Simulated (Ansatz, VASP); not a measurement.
**C: VASP beside Ansatz**

Contents of INCAR:

```
ALGO = Normal ; EDIFF = 1E-7
ENCUT = 520 ; GGA = PE
ISIF = 2 ; ISMEAR = 0
LASPH = T ; LCHARG = T
LELF = T ; LREAL = F
LVHAR = T ; LWAVE = F
NBANDS = 36 ; NELM = 60
PREC = Accurate ; SIGMA = 0.05
```

The input KPOINTS:

```
k-points
0
Gamma
  12 12 2
```

POSCAR

```
C
1.0
    2.5647000000      0.0000000000      0.0000000000
   -1.2823500000      2.2210953531      0.0000000000
    0.0000000000      0.0000000000     11.9630000000
C
12
Direct
    0.0000000000      0.0000000000      0.1868593266
    0.0000000000      0.0000000000      0.6868593266
    0.0000000000      0.0000000000      0.3131406734
    0.0000000000      0.0000000000      0.8131406734
    0.3333333333      0.6666666667      0.5207665411
    0.6666666667      0.3333333333      0.0207665411
    0.3333333333      0.6666666667      0.9792334589
    0.6666666667      0.3333333333      0.4792334589
    0.3333333333      0.6666666667      0.6450950823
    0.6666666667      0.3333333333      0.1450950823
    0.3333333333      0.6666666667      0.8549049177
    0.6666666667      0.3333333333      0.3549049177
```

Input for Ansatz:

```yaml
crystal:
  lattice:
    - [2.5647, 0.0, 0.0]
    - [-1.28235, 2.2210953531, 0.0]
    - [0.0, 0.0, 11.963]
  atoms:
    - { symbol: C, position: [0.0, 0.0, 0.1868593266] }
    - { symbol: C, position: [0.0, 0.0, 0.6868593266] }
    - { symbol: C, position: [0.0, 0.0, 0.3131406734] }
    - { symbol: C, position: [0.0, 0.0, 0.8131406734] }
    - { symbol: C, position: [0.3333333333, 0.6666666667, 0.5207665411] }
    - { symbol: C, position: [0.6666666667, 0.3333333333, 0.0207665411] }
    - { symbol: C, position: [0.3333333333, 0.6666666667, 0.9792334589] }
    - { symbol: C, position: [0.6666666667, 0.3333333333, 0.4792334589] }
    - { symbol: C, position: [0.3333333333, 0.6666666667, 0.6450950823] }
    - { symbol: C, position: [0.6666666667, 0.3333333333, 0.1450950823] }
    - { symbol: C, position: [0.3333333333, 0.6666666667, 0.8549049177] }
    - { symbol: C, position: [0.6666666667, 0.3333333333, 0.3549049177] }
basis:
  ecutwfc: 520.0
kpoints:
  mp_grid: { grid: [12, 12, 2] }
hamiltonian:
  xc: pbe
  pseudopotentials: { kind: paw, azcp: { folder: soft_1 } }
scf:
  occupations: { method: gaussian, width: 0.05 }
output:
  forces: true
  stress: true
  eigenvalues: true
```

Alike in both runs: task single point; functional PBE; k mesh 12 × 12 × 2; occupations gaussian, width 0.05 eV; no spin polarisation.

|  | VASP | Ansatz |
| --- | --- | --- |
| version | VASP 6.6.1 | Ansatz 0.2.0 |
| potentials or method | VASP PAW PBE potentials, release 64 (C), cutoff 520 eV | scalar-relativistic, plane waves, PAW |
| valence electrons in the cell | 48 | 48 |

```csv
,VASP,Ansatz,Ansatz less VASP
gap on the k mesh at the Fermi level (eV),3.85,3.86,+0.011
least direct gap on the mesh (eV),4.74,4.75,+0.007
pressure (GPa),4.1,3.4,-0.64
"traceless stress, the component that is largest in VASP (GPa)",45.90,45.63,-0.270
rms of the force components (eV/Å),0.197,0.187,-0.0099
```

Atom by atom the forces differ by 0.010 eV/Å (rms over components).
